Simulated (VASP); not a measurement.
# Nb (I4/mmm) in VASP: notebook, part 3 of 3

VASP 6.6.1. Earlier steps stand in the parts before.

## 4. Single point, PBEsol (strain -0.030 along x and y, +0.015 along z)

INCAR reads:

```
SYSTEM = Nb
ALGO = Fast
EDIFF = 1E-6
ENCUT = 520
GGA = PS
ISIF = 2
ISMEAR = 0
LASPH = .TRUE.
LCHARG = .TRUE.
LELF = .TRUE.
LREAL = .FALSE.
LVHAR = .TRUE.
LWAVE = .FALSE.
NBANDS = 12
NELM = 60
PREC = Accurate
SIGMA = 0.15
```

KPOINTS reads:

```
k-points
0
G
  20 20 20
  0 0 0
```

POSCAR reads:

```
Nb
1.0
   -1.6140315000      1.6140315000      1.6889092500
    1.6140315000     -1.6140315000      1.6889092500
    1.6140315000      1.6140315000     -1.6889092500
Nb
1
Direct
    0.0000000000      0.0000000000      0.0000000000
```

Potentials or basis: VASP PAW PBE potentials, release 64 (Nb_sv).

Started as:

```console
$ cat potpaw_PBE.64/Nb_sv/POTCAR > POTCAR
$ mpirun -np 1 vasp_std > vasp.out
```

OUTCAR:

```text
SYSTEM = Nb
   EDIFF = 1E-6
   ENCUT = 520
   GGA = PS
   ISIF = 2
   ISMEAR = 0
   LASPH = .TRUE.
   LREAL = .FALSE.
   NELM = 60
   PREC = Accurate

 ion  position               nearest neighbor table
   1  0.000  0.000  0.000-

  LATTYP: Found a body centered tetragonal cell.
 ALAT       =     3.2280630000
 C/A-ratio  =     1.0463917526

  Lattice vectors:

 A1 = (  -1.6140315000,   1.6140315000,   1.6889092500)
 A2 = (   1.6140315000,  -1.6140315000,   1.6889092500)
 A3 = (   1.6140315000,   1.6140315000,  -1.6889092500)

Analysis of symmetry for initial positions (statically):
=====================================================================
 Subroutine PRICEL returns:
 Original cell was already a primitive cell.

 Routine SETGRP: Setting up the symmetry group for a
 body centered tetragonal supercell.

 Subroutine GETGRP returns: Found 16 space group operations
 (whereof 16 operations were pure point group operations)
 out of a pool of 16 trial point group operations.

The static configuration has the point symmetry D_4h.

Analysis of symmetry for dynamics (positions and initial velocities):
=====================================================================
 Subroutine PRICEL returns:
 Original cell was already a primitive cell.

 Routine SETGRP: Setting up the symmetry group for a
 body centered tetragonal supercell.

 Subroutine GETGRP returns: Found 16 space group operations
 (whereof 16 operations were pure point group operations)
 out of a pool of 16 trial point group operations.

The dynamic configuration has the point symmetry D_4h.

 Subroutine INISYM returns: Found 16 space group operations
 (whereof 16 operations are pure point group operations),
 and found     1 'primitive' translations

----------------------------------------------------------------------------------------

                                     Primitive cell

  volume of cell :      17.5991

  direct lattice vectors                    reciprocal lattice vectors
    -1.614031500  1.614031500  1.688909250     0.000000000  0.309783297  0.296049062
     1.614031500 -1.614031500  1.688909250     0.309783297  0.000000000  0.296049062
     1.614031500  1.614031500 -1.688909250     0.309783297  0.309783297  0.000000000

  length of vectors
     2.839473511  2.839473511  2.839473511     0.428498236  0.428498236  0.438099740

  position of ions in fractional coordinates (direct lattice)
     0.000000000  0.000000000  0.000000000

  ion indices of the primitive-cell ions
   primitive index   ion index
                 1           1

----------------------------------------------------------------------------------------

 KPOINTS: k-points

Automatic generation of k-mesh.
 Grid dimensions read from file:
 generate k-points for:   20   20   20

 Generating k-lattice:

  Cartesian coordinates                     Fractional coordinates (reciprocal lattice)
     0.000000000  0.015489165  0.014802453     0.050000000  0.000000000  0.000000000
     0.015489165  0.000000000  0.014802453     0.000000000  0.050000000  0.000000000
     0.015489165  0.015489165  0.000000000     0.000000000  0.000000000  0.050000000

  Length of vectors
     0.021424912  0.021424912  0.021904987

  Shift w.r.t. Gamma in fractional coordinates (k-lattice)
     0.000000000  0.000000000  0.000000000

 Subroutine IBZKPT returns following result:
 ===========================================

 Found    641 irreducible k-points:

 Following reciprocal coordinates:
            Coordinates               Weight
  0.000000  0.000000  0.000000      1.000000
  0.050000  0.000000 -0.000000      8.000000
  0.100000 -0.000000  0.000000      8.000000
  0.150000 -0.000000  0.000000      8.000000
  0.200000 -0.000000  0.000000      8.000000
  0.250000  0.000000  0.000000      8.000000
[... 16 lines left out ...]
 -0.400000  0.050000  0.000000     16.000000
 -0.350000  0.050000  0.000000     16.000000
 [... further k-points ...]
   k-points           NKPTS =    641   k-points in BZ     NKDIM =    641   number of bands    NBANDS=     12
   number of dos      NEDOS =    301   number of ions     NIONS =      1
   total plane-waves  NPLWV =  13824
   dimension x,y,z NGX =    24 NGY =   24 NGZ =   24
   dimension x,y,z NGXF=    48 NGYF=   48 NGZF=   48
   ions per type =               1
   NGX,Y,Z   is equivalent  to a cutoff of  14.05, 14.05, 14.05 a.u.
   NGXF,Y,Z  is equivalent  to a cutoff of  28.10, 28.10, 28.10 a.u.
 SYSTEM =  Nb
   PREC   = accura    normal or accurate (medium, high low for compatibility)
   ISTART =      0    job   : 0-new  1-cont  2-samecut
   ICHARG =      2    charge: 1-file 2-atom 10-const
   ISPIN  =      1    spin polarized calculation?
   LNONCOLLINEAR =      F non collinear calculations
   LSORBIT =      F    spin-orbit coupling
   LASPH  =      T    aspherical Exc in radial PAW
   ENCUT  =  520.0 eV  38.22 Ry    6.18 a.u.   5.28  5.28  5.28*2*pi/ulx,y,z
   NELM   =     60;   NELMIN=  2; NELMDL= -5     # of ELM steps
   EDIFF  = 0.1E-05   stopping-criterion for ELM
   LREAL  =      F    real-space projection
   EDIFFG = 0.1E-04   stopping-criterion for IOM
   NSW    =      0    number of steps for IOM
   IBRION =     -1    ionic relax: 0-MD 1-quasi-New 2-CG
   NFREE  =      0    steps in history (QN), initial steepest desc. (CG)
   ISIF   =      2    stress and relaxation
   ISYM   =      2    0-nonsym 1-usesym 2-fastsym
   POTIM  = 0.5000    time-step for ionic-motion
   TEBEG  =    0.0;   TEEND  =   0.0 temperature during run
   PSTRESS=    0.0 pullay stress
   NELECT =      13.0000    total number of electrons
   NUPDOWN=      -1.0000    fix difference up-down
   EMIN   =  10.00;   EMAX   =-10.00  energy-range for DOS
   EFERMI =   0.00;   METHOD = LEGACY
   ISMEAR =     0;   SIGMA  =   0.15  broadening in eV -4-tet -1-fermi 0-gaus
   EFERMI_NEDOS =   21; number of points for ismear=-14 and -15
   IALGO  =     68    algorithm
   IMIX   =      4    mixing-type and parameters
     AMIX     =   0.40;   BMIX     =  1.00
     AMIX_MAG =   1.60;   BMIX_MAG =  1.00
  volume/ion in A,a.u.               =      17.60       118.76
  Fermi-wavevector in a.u.,A,eV,Ry     =   1.479878  2.796563 29.797278  2.190038
  Thomas-Fermi vector in A             =   2.593981
   LORBIT       =      0    0 simple, 1 ext, 2 COOP (PROOUT), +10 PAW based schemes
   GGA     = PS    functional components
   LHFCALC =     F    Hartree Fock is set to
   AEXX    =    0.0000 exact exchange contribution
   IVDW    =     0    specifies the selected vdW correction
   LEPSILON=     F    determine dielectric tensor
   LRPA    =     F    only Hartree local field effects (RPA)
 non-spin polarized calculation
 RMM-DIIS sequential band-by-band and
 Gauss-broadening in eV      SIGMA  =   0.15
  energy-cutoff  :      520.00
  volume of cell :       17.60
 maximum number of plane-waves:       486
 NGX is ok and might be reduce to    24
   NGX = 11   NGY = 11   NGZ = 11

 number of electron      13.0000000 magnetization

 Free energy of the ion-electron system (eV)
  ---------------------------------------------------
  ext. energy  EPLUGINS =         0.00000000
  ---------------------------------------------------
  free energy    TOTEN  =       -10.95092299 eV

  energy without entropy =      -10.93437522  energy(sigma->0) =      -10.94264910

 E-fermi :  11.3832     XC(G=0): -12.7493

 val. band max:       11.3797032102   @ k =  -0.1000   0.2000   0.0500
 cond. band min:      11.3835282858   @ k =  -0.2500   0.2500   0.0000
 fundamental gap:      0.0038250757
 Fermi energy:        11.3832161784

 k-point     1 :       0.0000    0.0000    0.0000
  band No.  band energies     occupation
      1     -42.8662      2.00000
      2     -18.1304      2.00000
      3     -18.1297      2.00000
      4     -18.1297      2.00000
      5       5.3559      2.00000
      6      11.5821      0.06072
      7      11.5821      0.06072
      8      12.0856      0.00000
      9      14.3571      0.00000
     10      15.0361      0.00000
     11      25.1445      0.00000
     12      25.9340      0.00000
[... 331 lines left out ...]
 k-point    24 :      -0.3500    0.0500    0.0000
  band No.  band energies     occupation
      1     -42.6688      2.00000
      2     -19.2294      2.00000
      3     -18.4591      2.00000
      4     -18.1506      2.00000
      5       7.7775      2.00000
      6      10.2867      2.00000
      7      11.5513      0.11296
      8      14.1353      0.00000
      9      15.2547      0.00000
     10      15.6948      0.00000
     11      24.7836      0.00000
     12      26.0100      0.00000

 [... further k-points ...]

------------------------ aborting loop because EDIFF is reached ----------------------------------------

  FORCE on cell =-STRESS in cart. coord.  units (eV):
  Direction    XX          YY          ZZ          XY          YZ          ZX
  --------------------------------------------------------------------------------------
  -------------------------------------------------------------------------------------
  Total        0.0920699      0.0920699     -0.5524641      0.0000000      0.0000000      0.0000000
  in kB        8.3818081      8.3818081    -50.2949468      0.0000000      0.0000000      0.0000000
  external PRESSURE =     -11.1771102 kB  Pullay stress =       0.0000000 kB

 VOLUME and BASIS-vectors are now :
 -----------------------------------------------------------------------------
  energy-cutoff  :      520.00
  volume of cell :       17.60
      direct lattice vectors                 reciprocal lattice vectors
    -1.614031500  1.614031500  1.688909250     0.000000000  0.309783297  0.296049062
     1.614031500 -1.614031500  1.688909250     0.309783297  0.000000000  0.296049062
     1.614031500  1.614031500 -1.688909250     0.309783297  0.309783297  0.000000000

 POSITION                                       TOTAL-FORCE (eV/Angst)
 -----------------------------------------------------------------------------------
      0.00000      0.00000      0.00000         0.000000     -0.000000     -0.000000
 -----------------------------------------------------------------------------------
    total drift:                                0.000000      0.000000     -0.000000

  FREE ENERGIE OF THE ION-ELECTRON SYSTEM (eV)
  ---------------------------------------------------
  free  energy   TOTEN  =       -10.9509229868 eV

  energy  without entropy=      -10.9343752160  energy(sigma->0) =      -10.94264910
```

stdout:

```text
POSCAR found type information on POSCAR Nb
 POSCAR found :  1 types and       1 ions
 scaLAPACK will be used
 -----------------------------------------------------------------------------
|                                                                             |
|                                                                             |
|     You enforced a specific xc type in the INCAR file but a different       |
|     I HOPE YOU KNOW WHAT YOU ARE DOING!                                     |
|                                                                             |
 -----------------------------------------------------------------------------

 LDA part: xc-table for (Slater+PW92), standard interpolation
 POSCAR, INCAR and KPOINTS ok, starting setup
 FFT: planning ... GRIDC
 FFT: planning ... GRID_SOFT
 FFT: planning ... GRID
 WAVECAR not read
 entering main loop
WARNING in EDDRMM: call to ZHEGV failed, returncode =   8  4      6
WARNING in EDDRMM: call to ZHEGV failed, returncode =   8  4     12
WARNING in EDDRMM: call to ZHEGV failed, returncode =   6  3     12
WARNING in EDDRMM: call to ZHEGV failed, returncode =   6  3     10
WARNING in EDDRMM: call to ZHEGV failed, returncode =   8  4     11
WARNING in EDDRMM: call to ZHEGV failed, returncode =   6  3     11
```

Run time: 4.5 min. Hardware: 1 thread of AMD EPYC 9R45 (Zen 5), shared host; peak memory 0.21 GiB.

Results:

| Item | Value |
| --- | --- |
| Free energy | -10.9509 eV |
| Pressure | -1.1 GPa |

Stress tensor (GPa, compression positive):
```
 0.84  0.00  0.00
 0.00  0.84  0.00
 0.00  0.00 -5.03
```

Caveat: the cell differs from its parent crystal (strain -0.030 along x and y, +0.015 along z); the PAW data sets were made with another functional, which shifts forces and pressure a little.

## 5. Single point, PBEsol (strain -0.030 along x and y, +0.030 along z)

INCAR reads:

```
SYSTEM = Nb
  PREC = Accurate
  ENCUT = 520
  EDIFF = 1E-7
  ISMEAR = 0
  SIGMA = 0.15
  LREAL = .FALSE.
  LASPH = .TRUE.
  NELM = 80
  ALGO = Fast
  ISIF = 2
  LWAVE = .FALSE.
  LCHARG = .TRUE.
  GGA = PS
  LELF = .TRUE.
  LVHAR = .TRUE.
  NBANDS = 12
```

KPOINTS reads:

```
regular mesh
0
G
  20 20 20
  0 0 0
```

POSCAR reads:

```
Nb
1.0
   -1.6140315000      1.6140315000      1.7138685000
    1.6140315000     -1.6140315000      1.7138685000
    1.6140315000      1.6140315000     -1.7138685000
Nb
1
Direct
    0.0000000000      0.0000000000      0.0000000000
```

Started as:

```console
$ cat potpaw_PBE.64/Nb_sv/POTCAR > POTCAR
$ mpirun -np 1 vasp_std > vasp.out
```

Run time: 4.6 min. Hardware: 1 thread of AMD EPYC 9R45 (Zen 5), shared host; peak memory 0.22 GiB.

It converged, with:

| Item | Value |
| --- | --- |
| Free energy | -10.9402 eV |
| Pressure | -3.5 GPa |

Stress tensor (GPa, compression positive):
```
-1.00  0.00  0.00
 0.00 -1.00  0.00
 0.00  0.00 -8.45
```

Levels at points of the mesh, in eV from the Fermi level:
```tsv
k point	band 4	band 5	band 6	band 7	band 8	band 9
(0.00, 0.00, 0.00)	-29.57	-6.01	0.17	0.17	0.81	2.81
(0.50, 0.00, 0.00)	-29.57	-3.77	-1.45	2.17	2.82	4.09
(0.50, 0.50, 0.00)	-29.63	-3.84	-2.15	2.61	3.90	4.32
(0.50, 0.50, 0.50)	-30.47	-3.88	-3.71	5.55	5.76	5.76
```

Caveat: the cell differs from its parent crystal (strain -0.030 along x and y, +0.030 along z); the PAW data sets were made with another functional, which shifts forces and pressure a little.

## 6. The runs side by side

| cell | further INCAR settings | gap on the mesh (eV) | pressure (GPa) |
| --- | --- | --- | --- |
| a = 2.825 Å, angles 110.3, 110.3, 107.8°, 1 atom | ALGO = Fast; EDIFF = 1e-06; NBANDS = 12 | none | 1.5 |
| a = 2.824 Å, angles 109.1, 109.1, 110.3°, 1 atom | ALGO = Fast; EDIFF = 1e-06; NBANDS = 12 | none | 1.4 |
| a = 2.839 Å, angles 110.7, 110.7, 107.0°, 1 atom | ALGO = Fast; EDIFF = 1e-06; NBANDS = 12 | none | -1.1 |
| a = 2.854 Å, angles 111.1, 111.1, 106.2°, 1 atom | ALGO = Fast; EDIFF = 1e-07; NBANDS = 12 | none | -3.5 |

Alike in all rows: task single point; level PBEsol; potentials or basis VASP PAW PBE potentials, release 64 (Nb_sv); no spin polarisation; k mesh 20 × 20 × 20; cutoff (eV) 520; smearing gaussian 0.15 eV.

Caveats: the PAW data sets were made with another functional, which shifts forces and pressure a little.

Absolute energies hang on the potentials; compare differences alone.
